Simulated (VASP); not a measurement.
Crystal: KTaO3.

```xyz
5
Lattice="3.9069 0.0000 0.0000 0.0000 3.9069 0.0000 0.0000 0.0000 3.9069" Properties=species:S:1:pos:R:3 pbc="T T T"
Ta    0.0000    0.0000    0.0000
K     1.9534    1.9534    1.9534
O     0.0000    0.0000    1.9534
O     0.0000    1.9534    0.0000
O     1.9534    0.0000    0.0000
```

Base run:

- Program: VASP 6.6.1
- Functional: PBE
- Potentials or basis: VASP PAW PBE potentials, release 64 (Ta_sv_GW, K_sv, O)
- Cutoff: 700 eV
- k mesh: 7 × 7 × 7
- Occupations: fermi-dirac, width 0.05 eV
- Spin: no spin polarisation

Its results: band gap on the k mesh 2.41 eV (least direct gap 2.92 eV); pressure 20.7 GPa.

Q: The run is repeated on the same cell with these changes: functional from PBE to PBEsol. What comes out?

A: Band gap on the k mesh 2.31 eV (least direct gap 2.82 eV); pressure 14.2 GPa.

PBEsol binds more tightly than PBE, so the same cell stands under less pressure.

Caveats: the cell stands under pressure; spin-orbit coupling is left out, which moves the levels of the heavy elements; an odd mesh through Γ misses points on the zone boundary, where band edges can lie; the PAW data sets were made with another functional, which shifts forces and pressure a little (at least some runs).
